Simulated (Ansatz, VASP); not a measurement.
# One calculation of Rh, two programs

```
CELL_PARAMETERS angstrom
2.86121 0.00000 0.00000
-1.43060 2.47788 0.00000
0.00000 0.00000 4.33501
ATOMIC_POSITIONS crystal
Rh 0.66667 0.33333 0.75000
Rh 0.33333 0.66667 0.25000
```

Alike in both runs: task single point; functional PBE; k mesh 21 × 21 × 12; occupations gaussian, width 0.15 eV; no spin polarisation.

|  | VASP | Ansatz |
| --- | --- | --- |
| version | VASP 6.6.1 | Ansatz 0.2.0 |
| potentials or method | VASP PAW PBE potentials, release 64 (Rh_pv), cutoff 520 eV | scalar-relativistic, plane waves, PAW |
| valence electrons in the cell | 30 | 34 |

Ansatz gave:

* gap on the k mesh at the Fermi level (eV): none
* pressure (GPa): -16.3
* traceless stress, the component that is largest in VASP (GPa): 6.27

Estimate VASP's values.

gap on the k mesh at the Fermi level (eV): none; pressure (GPa): -16.2; traceless stress, the component that is largest in VASP (GPa): 6.28.

A gap of «none» marks a metal or a gap that the smearing closes. With one functional, cell and mesh, what is left measures potentials, basis and numerics. VASP's potentials hold 30 valence electrons a cell and Ansatz's 34, so a difference there can come from the potentials and not from the codes.
